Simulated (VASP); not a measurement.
Write the native input for VASP 6.6.1 that does the following.

```yaml
Task: relaxation of cell and atoms
Functional: PBE
Potentials_or_basis: VASP PAW PBE potentials, release 64 (Sn_d, Se, S)
Cutoff: 600 eV
k_mesh: 6 × 6 × 2
Occupations: gaussian, width 0.1 eV
Spin: no spin polarisation
Dipole_correction: no
Further_INCAR_settings: ALGO = Normal; EDIFF = 1e-06; IBRION = 2; EDIFFG = -0.04; NSW = 90; ISIF = 3
```

The structure of Sn3Se2S lies in POSCAR:

```
Sn3Se2S
1.0
    4.2629328200      0.0000000000      0.0000000000
   -2.1314664100      3.6918081100      0.0000000000
    0.0000000000      0.0000000000     10.4420102000
Sn Se S
3 2 1
Direct
    0.0000000000      0.0000000000      0.0000000000
    0.3333333300      0.6666666700      0.6666666700
    0.6666666700      0.3333333300      0.3333333300
    0.6666666700      0.3333333300      0.8333333300
    0.3333333300      0.6666666700      0.1666666700
    0.0000000000      0.0000000000      0.5000000000
```

One way to write it, as run:

INCAR

```
PREC = Accurate ; ENCUT = 600
EDIFF = 1E-6 ; ISMEAR = 0
SIGMA = 0.1 ; LREAL = False
LASPH = True ; NELM = 60
ALGO = Normal ; ISIF = 3
LWAVE = False ; LCHARG = False
GGA = PE ; IBRION = 2
NSW = 90 ; EDIFFG = -0.04
```

KPOINTS

```
regular mesh
0
Gamma
  6 6 2
```

Potentials or basis: VASP PAW PBE potentials, release 64 (Sn_d, Se, S).

Command:

```bash
$ cat potpaw_PBE.64/Sn_d/POTCAR potpaw_PBE.64/Se/POTCAR potpaw_PBE.64/S/POTCAR > POTCAR
$ mpirun -np 1 vasp_std > vasp.out
```

Results of the run:

```
Relaxed volume                         : 26.81 Å³/atom
Relaxed cell                           : a = 4.230 Å, b = 4.230 Å, c = 10.378 Å, α = 90.00°, β = 90.00°, γ = 120.00°
Space group after relaxing (to 0.05 Å) : P-3m1 (No. 164)
Energy gained by relaxing              : 10.0 meV/atom
Ionic steps                            : 8
Pressure after relaxing                : -0.2 GPa
Largest force after relaxing           : 0.020 eV/Å
Band gap on the k mesh                 : 0.49 eV, indirect (least direct gap 0.50 eV)
```

Caveat: spin-orbit coupling is left out, which moves the levels of the heavy elements.

Wall time 8 min on 1 thread of Intel Xeon 6975P-C, with other jobs on the host, peak memory 0.39 GiB.
